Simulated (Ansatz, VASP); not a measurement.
**ZnCu in VASP and in Ansatz**

INCAR

```
SYSTEM = ZnCu
PREC = Accurate
ENCUT = 520
EDIFF = 1E-6
ISMEAR = -1
SIGMA = 0.05
LREAL = .FALSE.
LASPH = .TRUE.
NELM = 100
ALGO = Normal
ISIF = 2
LWAVE = .FALSE.
LCHARG = .TRUE.
LELF = .TRUE.
LVHAR = .TRUE.
NBANDS = 18
```

KPOINTS

```
Automatic mesh
0
G
  9 9 9
  0 0 0
```

The input POSCAR:

```
ZnCu
1.0
    2.9252343038      0.0000000000      0.0000000000
    0.0000000000      2.9252343038      0.0000000000
    0.0000000000      0.0000000000      2.9252343038
Zn Cu
1 1
Direct
    0.5000000000      0.5000000000      0.5000000000
    0.0000000000      0.0000000000      0.0000000000
```

input.yaml

```yaml
crystal:
  lattice:
    - [2.9252343038, 0.0, 0.0]
    - [0.0, 2.9252343038, 0.0]
    - [0.0, 0.0, 2.9252343038]
  atoms:
    - { symbol: Zn, position: [0.5, 0.5, 0.5] }
    - { symbol: Cu, position: [0.0, 0.0, 0.0] }
kpoints:
  mp_grid: { grid: [9, 9, 9] }
scf:
  occupations: { method: fermi_dirac, width: 0.05 }
hamiltonian:
  xc: lda
  pseudopotentials: { kind: all_electron, lapw: { basis_error: 0.001 } }
output:
  forces: true
  stress: true
  eigenvalues: true
```

Change from the starting cell: volume scaled by 0.98.

Alike in both runs: task single point; functional LDA; k mesh 9 × 9 × 9; occupations fermi-dirac, width 0.05 eV; no spin polarisation.

|  | VASP | Ansatz |
| --- | --- | --- |
| version | VASP 6.6.1 | Ansatz 0.2.0 |
| potentials or method | VASP PAW LDA potentials, release 64 (Zn, Cu), cutoff 520 eV | all-electron LAPW, scalar-relativistic |

VASP gave:

* gap on the k mesh at the Fermi level (eV): none
* pressure (GPa): -6.5

Q: What did Ansatz give for the same quantities?

A: gap on the k mesh at the Fermi level (eV): none; pressure (GPa): -7.5.

LDA's correlation is that of Perdew and Zunger in VASP and of Perdew and Wang (1992) in Ansatz. A gap of «none» marks a metal or a gap that the smearing closes. Ansatz ran all-electron here, and VASP with PAW potentials.
